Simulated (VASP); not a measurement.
# MgB2 (pbesol) (P6/mmm) in VASP: a series of runs

MgB2 (pbesol) is run at these levels: PBEsol; tasks: relaxation of cell and atoms.

Program: VASP 6.6.1. These are calculated values, not measurements. Logs are shortened: lines on timing, memory, paths and dates and some standing lists are left out, and cuts for length are marked.

## 1. The cell of the first run

The structure is hexagonal, space group P6/mmm (No. 191). The conventional cell has a = 3.062 Å, b = 3.062 Å, c = 3.504 Å, α = 90.00°, β = 90.00°, γ = 120.00°. Within 3.3 Å of Mg (site symmetry 6/mmm) lie 12 B at 2.49 Å and 6 Mg at 3.06 Å. B (site symmetry -6m2) has 3 B at 1.77 Å within 2.3 Å.

## 2. Relaxation of cell and atoms, PBEsol

Input file INCAR:

```
PREC = Accurate
ENCUT = 600
EDIFF = 1E-6
ISMEAR = -1
SIGMA = 0.15
LREAL = F
LASPH = T
NELM = 100
ALGO = Normal
ISIF = 3
LWAVE = F
LCHARG = F
GGA = PS
IBRION = 2
NSW = 80
EDIFFG = -0.001
```

Input file KPOINTS:

```
regular mesh
0
Gamma
  15 15 12
```

Input file POSCAR:

```
MgB2
1.0
    3.0617870825      0.0000000000      0.0000000000
   -1.5308935412      2.6515853944      0.0000000000
    0.0000000000      0.0000000000      3.5043256980
Mg B
1 2
Direct
    0.0000000000      0.0000000000      0.0000000000
    0.3333333333      0.6666666667      0.5000000000
    0.6666666667      0.3333333333      0.5000000000
```

Potentials or basis: VASP PAW PBE potentials, release 64 (Mg, B).

Run with:

```console
cat potpaw_PBE.64/Mg/POTCAR potpaw_PBE.64/B/POTCAR > POTCAR
mpirun -np 1 vasp_std > vasp.out
```

OUTCAR:

```text
PREC = Accurate
   ENCUT = 600
   EDIFF = 1E-6
   ISMEAR = -1
   LREAL = F
   LASPH = T
   NELM = 100
   ISIF = 3
   GGA = PS
   IBRION = 2
   NSW = 80
   EDIFFG = -0.001

 ion  position               nearest neighbor table
   1  0.000  0.000  0.000-   2 2.49   3 2.49   2 2.49   3 2.49   2 2.49   2 2.49   3 2.49   3 2.49
                             3 2.49   3 2.49   2 2.49   2 2.49
   2  0.333  0.667  0.500-   3 1.77   3 1.77   3 1.77   1 2.49   1 2.49   1 2.49   1 2.49   1 2.49
                             1 2.49
   3  0.667  0.333  0.500-   2 1.77   2 1.77   2 1.77   1 2.49   1 2.49   1 2.49   1 2.49   1 2.49
                             1 2.49

  LATTYP: Found a hexagonal cell.
 ALAT       =     3.0617870825
 C/A-ratio  =     1.1445360515

  Lattice vectors:

 A1 = (   3.0617870825,   0.0000000000,   0.0000000000)
 A2 = (  -1.5308935412,   2.6515853944,   0.0000000000)
 A3 = (   0.0000000000,   0.0000000000,   3.5043256980)

Analysis of symmetry for initial positions (statically):
=====================================================================
 Subroutine PRICEL returns:
 Original cell was already a primitive cell.

 Routine SETGRP: Setting up the symmetry group for a
 hexagonal supercell.

 Subroutine GETGRP returns: Found 24 space group operations
 (whereof 24 operations were pure point group operations)
 out of a pool of 24 trial point group operations.

The static configuration has the point symmetry D_6h.

Analysis of symmetry for dynamics (positions and initial velocities):
=====================================================================
 Subroutine PRICEL returns:
 Original cell was already a primitive cell.

 Routine SETGRP: Setting up the symmetry group for a
 hexagonal supercell.

 Subroutine GETGRP returns: Found 24 space group operations
 (whereof 24 operations were pure point group operations)
 out of a pool of 24 trial point group operations.

The dynamic configuration has the point symmetry D_6h.

 Subroutine INISYM returns: Found 24 space group operations
 (whereof 24 operations are pure point group operations),
 and found     1 'primitive' translations

----------------------------------------------------------------------------------------

                                     Primitive cell

  volume of cell :      28.4502

  direct lattice vectors                    reciprocal lattice vectors
     3.061787082  0.000000000  0.000000000     0.326606643  0.188566433  0.000000000
    -1.530893541  2.651585394  0.000000000     0.000000000  0.377132866  0.000000000
     0.000000000  0.000000000  3.504325698     0.000000000  0.000000000  0.285361603

  length of vectors
     3.061787082  3.061787082  3.504325698     0.377132866  0.377132866  0.285361603

  position of ions in fractional coordinates (direct lattice)
     0.000000000  0.000000000  0.000000000
     0.333333333  0.666666667  0.500000000
     0.666666667  0.333333333  0.500000000

  ion indices of the primitive-cell ions
   primitive index   ion index
                 1           1
                 2           2
                 3           3

----------------------------------------------------------------------------------------

 KPOINTS: regular mesh

Automatic generation of k-mesh.
 Grid dimensions read from file:
 generate k-points for:   15   15   12

 Generating k-lattice:

  Cartesian coordinates                     Fractional coordinates (reciprocal lattice)
     0.021773776  0.012571096  0.000000000     0.066666667  0.000000000  0.000000000
     0.000000000  0.025142191  0.000000000     0.000000000  0.066666667  0.000000000
     0.000000000  0.000000000  0.023780134     0.000000000  0.000000000  0.083333333

  Length of vectors
     0.025142191  0.025142191  0.023780134

  Shift w.r.t. Gamma in fractional coordinates (k-lattice)
     0.000000000  0.000000000  0.000000000

 Subroutine IBZKPT returns following result:
 ===========================================

 Found    189 irreducible k-points:

 Following reciprocal coordinates:
            Coordinates               Weight
  0.000000  0.000000  0.000000      1.000000
  0.066667 -0.000000  0.000000      6.000000
  0.133333  0.000000  0.000000      6.000000
  0.200000 -0.000000  0.000000      6.000000
  0.266667  0.000000  0.000000      6.000000
  0.333333  0.000000  0.000000      6.000000
[... 16 lines left out ...]
  0.333333  0.200000  0.000000     12.000000
  0.400000  0.200000  0.000000      6.000000
 [... further k-points ...]
   k-points           NKPTS =    189   k-points in BZ     NKDIM =    189   number of bands    NBANDS=      8
   number of dos      NEDOS =    301   number of ions     NIONS =      3
   total plane-waves  NPLWV =  16128
   dimension x,y,z NGX =    24 NGY =   24 NGZ =   28
   dimension x,y,z NGXF=    48 NGYF=   48 NGZF=   56
   ions per type =               1   2
   NGX,Y,Z   is equivalent  to a cutoff of  13.03, 13.03, 13.28 a.u.
   NGXF,Y,Z  is equivalent  to a cutoff of  26.06, 26.06, 26.57 a.u.
 SYSTEM =  unknown system
   PREC   = accura    normal or accurate (medium, high low for compatibility)
   ISTART =      0    job   : 0-new  1-cont  2-samecut
   ICHARG =      2    charge: 1-file 2-atom 10-const
   ISPIN  =      1    spin polarized calculation?
   LNONCOLLINEAR =      F non collinear calculations
   LSORBIT =      F    spin-orbit coupling
   LASPH  =      T    aspherical Exc in radial PAW
   ENCUT  =  600.0 eV  44.10 Ry    6.64 a.u.   6.12  6.12  7.00*2*pi/ulx,y,z
   NELM   =    100;   NELMIN=  2; NELMDL= -5     # of ELM steps
   EDIFF  = 0.1E-05   stopping-criterion for ELM
   LREAL  =      F    real-space projection
   EDIFFG = -.1E-02   stopping-criterion for IOM
   NSW    =     80    number of steps for IOM
   IBRION =      2    ionic relax: 0-MD 1-quasi-New 2-CG
   NFREE  =      1    steps in history (QN), initial steepest desc. (CG)
   ISIF   =      3    stress and relaxation
   ISYM   =      2    0-nonsym 1-usesym 2-fastsym
   POTIM  = 0.5000    time-step for ionic-motion
   TEBEG  =    0.0;   TEEND  =   0.0 temperature during run
   PSTRESS=    0.0 pullay stress
   NELECT =       8.0000    total number of electrons
   NUPDOWN=      -1.0000    fix difference up-down
   EMIN   =  10.00;   EMAX   =-10.00  energy-range for DOS
   EFERMI =   0.00;   METHOD = LEGACY
   ISMEAR =    -1;   SIGMA  =   0.15  broadening in eV -4-tet -1-fermi 0-gaus
   EFERMI_NEDOS =   21; number of points for ismear=-14 and -15
   IALGO  =     38    algorithm
   IMIX   =      4    mixing-type and parameters
     AMIX     =   0.40;   BMIX     =  1.00
     AMIX_MAG =   1.60;   BMIX_MAG =  1.00
  volume/ion in A,a.u.               =       9.48        64.00
  Fermi-wavevector in a.u.,A,eV,Ry     =   1.072531  2.026789 15.651088  1.150322
  Thomas-Fermi vector in A             =   2.208304
   LORBIT       =      0    0 simple, 1 ext, 2 COOP (PROOUT), +10 PAW based schemes
   GGA     = PS    functional components
   LHFCALC =     F    Hartree Fock is set to
   AEXX    =    0.0000 exact exchange contribution
   IVDW    =     0    specifies the selected vdW correction
   LEPSILON=     F    determine dielectric tensor
   LRPA    =     F    only Hartree local field effects (RPA)
 conjugate gradient relaxation of ions
 non-spin polarized calculation
  energy-cutoff  :      600.00
  volume of cell :       28.45
 maximum number of plane-waves:       972
   NGX = 13   NGY = 13   NGZ = 13

--------------------------------------- Ionic step        1  -------------------------------------------

 number of electron       8.0000000 magnetization

 Free energy of the ion-electron system (eV)
  ---------------------------------------------------
  ext. energy  EPLUGINS =         0.00000000
  ---------------------------------------------------
  free energy    TOTEN  =       -16.25071608 eV

  energy without entropy =      -16.20112204  energy(sigma->0) =      -16.22591906

------------------------ aborting loop because EDIFF is reached ----------------------------------------

  FORCE on cell =-STRESS in cart. coord.  units (eV):
  Direction    XX          YY          ZZ          XY          YZ          ZX
  --------------------------------------------------------------------------------------
  -------------------------------------------------------------------------------------
  Total        0.0705391      0.0705391     -0.0991771      0.0000000      0.0000000      0.0000000
  in kB        3.9724235      3.9724235     -5.5851773      0.0000000      0.0000000      0.0000000
  external PRESSURE =       0.7865565 kB  Pullay stress =       0.0000000 kB
[... 170 lines left out ...]
  energy  without entropy=      -16.2011627274  energy(sigma->0) =      -16.22602927

--------------------------------------- Ionic step        6  -------------------------------------------

 number of electron       8.0000000 magnetization

 Free energy of the ion-electron system (eV)
  ---------------------------------------------------
  ext. energy  EPLUGINS =         0.00000000
  ---------------------------------------------------
  free energy    TOTEN  =       -16.25089568 eV

  energy without entropy =      -16.20116127  energy(sigma->0) =      -16.22602847

 E-fermi :   5.3392     XC(G=0): -11.0757

 val. band max:        5.3387432819   @ k =   0.1333   0.0000   0.3333
 cond. band min:       5.3513183069   @ k =   0.0667  -0.0000   0.0833
 fundamental gap:      0.0125750250
 Fermi energy:         5.3392076744

 k-point     1 :       0.0000    0.0000    0.0000
  band No.  band energies     occupation
      1      -7.1798      2.00000
      2       2.3796      2.00000
      3       5.7308      0.13690
      4       5.7308      0.13690
      5       7.0421      0.00002
      6      11.7027      0.00000
      7      11.7027      0.00000
      8      13.6698      0.00000
[... 243 lines left out ...]
 k-point    24 :       0.4000    0.2000    0.0000
  band No.  band energies     occupation
      1      -2.7638      2.00000
      2      -2.1194      2.00000
      3       0.8731      2.00000
      4       6.1469      0.00913
      5       8.1220      0.00000
      6      11.0689      0.00000
      7      11.3236      0.00000
      8      13.5989      0.00000

 [... further k-points ...]

------------------------ aborting loop because EDIFF is reached ----------------------------------------

  FORCE on cell =-STRESS in cart. coord.  units (eV):
  Direction    XX          YY          ZZ          XY          YZ          ZX
  --------------------------------------------------------------------------------------
  -------------------------------------------------------------------------------------
  Total       -0.0026489     -0.0026489      0.0002817     -0.0000000     -0.0000000      0.0000000
  in kB       -0.1492156     -0.1492156      0.0158708     -0.0000000     -0.0000000      0.0000000
  external PRESSURE =      -0.0941868 kB  Pullay stress =       0.0000000 kB
[... 18 lines left out ...]
  FREE ENERGIE OF THE ION-ELECTRON SYSTEM (eV)
  ---------------------------------------------------
  free  energy   TOTEN  =       -16.2508956794 eV

  energy  without entropy=      -16.2011612681  energy(sigma->0) =      -16.22602847

 reached required accuracy - stopping structural energy minimisation
```

Wall time 64 s (1 thread of AMD EPYC 7R13 (Zen 3), shared host); peak memory 0.17 GiB.

What came out:

```
Free energy                            : -16.2509 eV
Relaxed volume                         : 9.48 Å³/atom
Relaxed cell                           : a = 3.065 Å, b = 3.065 Å, c = 3.496 Å, α = 90.00°, β = 90.00°, γ = 120.00°
Space group after relaxing (to 0.05 Å) : P6/mmm (No. 191)
Energy gained by relaxing              : 0.1 meV/atom
Ionic steps                            : 6
Pressure after relaxing                : 0.0 GPa
Band gap on the k mesh                 : zero (band 4 reaches 7.17 eV, above the bottom of band 5 at 3.29 eV)
```

The path:
| step | energy change (eV) | largest force (eV/Å) | pressure (GPa) | volume (Å³) |
| --- | --- | --- | --- | --- |
| 1 | 0.0000 | 0.0000 | 0.08 | 28.45 |
| 2 | -0.0002 | 0.0000 | -0.14 | 28.47 |
| 3 | -0.0002 | 0.0000 | -0.16 | 28.47 |
| 4 | -0.0002 | 0.0000 | 0.03 | 28.43 |
| 5 | -0.0002 | 0.0000 | 0.00 | 28.44 |
| 6 | -0.0002 | 0.0000 | -0.01 | 28.44 |

Final structure:
```cif
data_structure
_symmetry_space_group_name_H-M 'P 1'
_symmetry_Int_Tables_number 1
_cell_length_a 3.0649
_cell_length_b 3.0649
_cell_length_c 3.4963
_cell_angle_alpha 90.000
_cell_angle_beta 90.000
_cell_angle_gamma 120.000
_cell_volume 28.44
loop_
_atom_site_label
_atom_site_type_symbol
_atom_site_fract_x
_atom_site_fract_y
_atom_site_fract_z
_atom_site_occupancy
Mg1 Mg 0.00000 0.00000 0.00000 1
B1 B 0.33333 0.66667 0.50000 1
B2 B 0.66667 0.33333 0.50000 1
```

Caveat: the PAW data sets were made with another functional, which shifts forces and pressure a little.

## 3. Relaxation of cell and atoms, PBEsol

This run uses another cell than the first one, of 9.68 Å³/atom, 1.021 times its volume.

Input file INCAR:

```
SYSTEM = MgB2
ALGO = Normal ; EDIFF = 1E-6
EDIFFG = -0.002 ; ENCUT = 600
GGA = PS ; IBRION = 2
ISIF = 3 ; ISMEAR = 0
LASPH = .TRUE. ; LCHARG = .FALSE.
LREAL = .FALSE. ; LWAVE = .FALSE.
NELM = 100 ; NSW = 100
PREC = Accurate ; SIGMA = 0.1
```

Input file KPOINTS:

```
k-points
0
G
  15 15 12
  0 0 0
```

Input file POSCAR:

```
MgB2
1.0
    3.0850000000      0.0000000000      0.0000000000
   -1.5425000000      2.6716883707      0.0000000000
    0.0000000000      0.0000000000      3.5230000000
Mg B
1 2
Direct
    0.0000000000      0.0000000000      0.0000000000
    0.3333333333      0.6666666667      0.5000000000
    0.6666666667      0.3333333333      0.5000000000
```

Potentials or basis: VASP PAW PBE potentials, release 64 (Mg, B).

Run with:

```console
cat potpaw_PBE.64/Mg/POTCAR potpaw_PBE.64/B/POTCAR > POTCAR
mpirun -np 1 vasp_std > vasp.out
```

It took 1.8 min on 1 thread of AMD EPYC 7R13 (Zen 3), shared host; peak memory 0.18 GiB.

It converged, with:

```
Free energy                            : -16.2269 eV
Relaxed volume                         : 9.48 Å³/atom
Relaxed cell                           : a = 3.062 Å, b = 3.062 Å, c = 3.502 Å, α = 90.00°, β = 90.00°, γ = 120.00°
Space group after relaxing (to 0.05 Å) : P6/mmm (No. 191)
Energy gained by relaxing              : 2.0 meV/atom
Ionic steps                            : 7
Pressure after relaxing                : 0.0 GPa
Band gap on the k mesh                 : zero (band 4 reaches 7.16 eV, above the bottom of band 5 at 3.29 eV)
```

Step by step:
```tsv
step	energy change (eV)	largest force (eV/Å)	pressure (GPa)	volume (Å³)
1	0.0000	0.0000	-3.19	29.04
2	-0.0051	0.0000	1.30	28.23
3	-0.0061	0.0000	-0.04	28.46
4	-0.0061	0.0000	-0.11	28.48
5	-0.0061	0.0000	-0.08	28.46
6	-0.0061	0.0000	-0.06	28.45
7	-0.0061	0.0000	0.03	28.44
```

Final structure:
```cif
data_structure
_symmetry_space_group_name_H-M 'P 1'
_symmetry_Int_Tables_number 1
_cell_length_a 3.0622
_cell_length_b 3.0622
_cell_length_c 3.5017
_cell_angle_alpha 90.000
_cell_angle_beta 90.000
_cell_angle_gamma 120.000
_cell_volume 28.44
loop_
_atom_site_label
_atom_site_type_symbol
_atom_site_fract_x
_atom_site_fract_y
_atom_site_fract_z
_atom_site_occupancy
Mg1 Mg 0.00000 0.00000 0.00000 1
B1 B 0.33333 0.66667 0.50000 1
B2 B 0.66667 0.33333 0.50000 1
```

Levels at points of the mesh, in eV from the Fermi level:
```csv
k point,band 2,band 3,band 4,band 5,band 6,band 7
"(0.00, 0.00, 0.00)",-2.99,0.41,0.41,1.66,6.39,6.39
"(0.00, 0.00, 0.50)",-7.54,0.79,0.79,6.71,6.71,8.10
```

Caveat: the PAW data sets were made with another functional, which shifts forces and pressure a little.
